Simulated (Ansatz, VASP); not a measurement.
## One calculation of Pb, two programs

POSCAR

```
Pb
1.0
    0.0000000000      2.4244952108      2.4244952108
    2.4244952108      0.0000000000      2.4244952108
    2.4244952108      2.4244952108      0.0000000000
Pb
1
Direct
    0.0000000000      0.0000000000      0.0000000000
```

Contents of INCAR.step1:

```
SYSTEM = Pb
PREC = Accurate
ENCUT = 520
EDIFF = 1E-5
ISMEAR = -1
SIGMA = 0.05
LREAL = .False.
LASPH = .True.
NELM = 80
ALGO = Normal
ISIF = 2
LWAVE = .True.
NBANDS = 13
GGA = PE
```

The input INCAR.step2:

```
SYSTEM = Pb
PREC = Accurate
ENCUT = 520
EDIFF = 1E-6
ISMEAR = -1
SIGMA = 0.05
LREAL = .False.
LASPH = .True.
NELM = 80
ALGO = Normal
ISIF = 2
LWAVE = .False.
LCHARG = .True.
GGA = PE
LHFCALC = .True.
HFSCREEN = 0.2079
PRECFOCK = Normal
LELF = .True.
LVHAR = .True.
NBANDS = 13
ISTART = 1
```

File KPOINTS:

```
Automatic mesh
0
Gamma
  6 6 6
  0 0 0
```

input

```
crystal:
  lattice:
    - [0.0, 2.4244952108, 2.4244952108]
    - [2.4244952108, 0.0, 2.4244952108]
    - [2.4244952108, 2.4244952108, 0.0]
  atoms:
    - { symbol: Pb, position: [0.0, 0.0, 0.0] }
hamiltonian:
  xc: hse06
  pseudopotentials: { kind: paw }
kpoints:
  mp_grid: { grid: [6, 6, 6] }
scf:
  occupations: { method: fermi_dirac, width: 0.05 }
output:
  forces: true
  stress: true
  eigenvalues: true
```

Alike in both runs: task single point; functional HSE06; k mesh 6 × 6 × 6; occupations fermi-dirac, width 0.05 eV; no spin polarisation.

```csv
,VASP,Ansatz
version,VASP 6.6.1,Ansatz 0.2.0
potentials or method,"VASP PAW PBE potentials, release 64 (Pb_d)",Ansatz PAW
plane-wave cutoff (eV),520,420
valence electrons in the cell,14,14
```

VASP gave:

```
gap on the k mesh at the Fermi level (eV) : none
pressure (GPa)                            : 5.7
```

What did Ansatz give for the same quantities?

gap on the k mesh at the Fermi level (eV): none; pressure (GPa): 5.8.

A gap of «none» marks a metal or a gap that the smearing closes. With one functional, cell and mesh, what is left measures potentials, basis and numerics.

The k mesh is coarse, so the values compare programs but aren't converged. Neither program's run includes spin-orbit coupling.
